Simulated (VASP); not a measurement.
**Ir: single point with RPBE**

The system is Ir.

```
CELL_PARAMETERS angstrom
0.00000 1.91736 1.91736
1.91736 0.00000 1.91736
1.91736 1.91736 0.00000
ATOMIC_POSITIONS crystal
Ir 0.00000 0.00000 0.00000
```

This cell differs from its parent crystal: volume scaled by 0.96.

```yaml
Program: VASP 6.6.1
Task: single point
Functional: RPBE
Potentials_or_basis: VASP PAW PBE potentials, release 64 (Ir)
Cutoff: 520 eV
k_mesh: 23 × 23 × 23
Occupations: fermi-dirac, width 0.05 eV
Spin: collinear spin, ferromagnetic start
Starting_moments: "[1.0] μB"
Dipole_correction: no
Further_INCAR_settings: ALGO = Normal; EDIFF = 1e-06; NBANDS = 14
```

```
Pressure                                              : 15.2 GPa
Net moment                                            : 0.00 μB per cell
Valence electrons inside the program's atomic spheres : Ir 8.41
```

Levels at points of the mesh, in eV from the Fermi level:
Spin up:
```csv
k point,band 1,band 2,band 3,band 4,band 5,band 6,band 7,band 8
"(0.00, 0.00, 0.00)",-11.11,-3.87,-3.87,-3.87,-1.18,-1.18,14.32,19.94
```
Spin down:
```tsv
k point	band 2	band 3	band 4	band 5	band 6	band 7
(0.00, 0.00, 0.00)	-3.87	-3.87	-3.87	-1.18	-1.18	14.32
```

Run time: 3 min on 1 thread of Intel(R) Xeon(R) Platinum 8259CL CPU @ 2.50GHz (Skylake/Cascade Lake), on a shared host, peak memory 0.22 GiB.

Caveat: the PAW data sets were made with another functional, which shifts forces and pressure a little; spin-orbit coupling is left out, which moves the levels of the heavy elements.
